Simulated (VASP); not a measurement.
Sn, 1 atom in the cell. Symmetry: I4/mmm, No. 139, tetragonal system. Conventional cell: a = 4.058 Å, b = 4.058 Å, c = 3.322 Å, α = 90.00°, β = 90.00°, γ = 90.00°. Sn (site symmetry 4/mmm) has 14 Sn at 3.32 to 4.06 Å within 4.4 Å. 

* Program: VASP 6.6.1
* Task: elastic constants
* Functional: LDA
* Potentials or basis: VASP PAW LDA potentials, release 64 (Sn_d)
* Cutoff: 600 eV
* k mesh: 7 × 7 × 7
* Occupations: fermi-dirac, width 0.05 eV
* Spin: no spin polarisation
* Dipole correction: no
* Ions in elastic constants: relaxed
* Further INCAR settings: ALGO = Normal; EDIFF = 1e-08; IBRION = 6; POTIM = 0.015; NSW = 1; ISIF = 3

Potentials or basis: VASP PAW LDA potentials, release 64 (Sn_d).

Command:

```sh
$ cat potpaw_LDA.64/Sn_d/POTCAR > POTCAR
$ mpirun -np 1 vasp_std > vasp.out
```

Hardware: 1 thread of Intel(R) Xeon(R) 6975P-C (Granite Rapids), on a shared host.

Q: How long does it take, and how much memory?

A: Run time: 2.1 min on 1 thread of Intel(R) Xeon(R) 6975P-C (Granite Rapids), on a shared host, peak memory 0.2 GiB. Counts: scf iterations 152, k points 40.
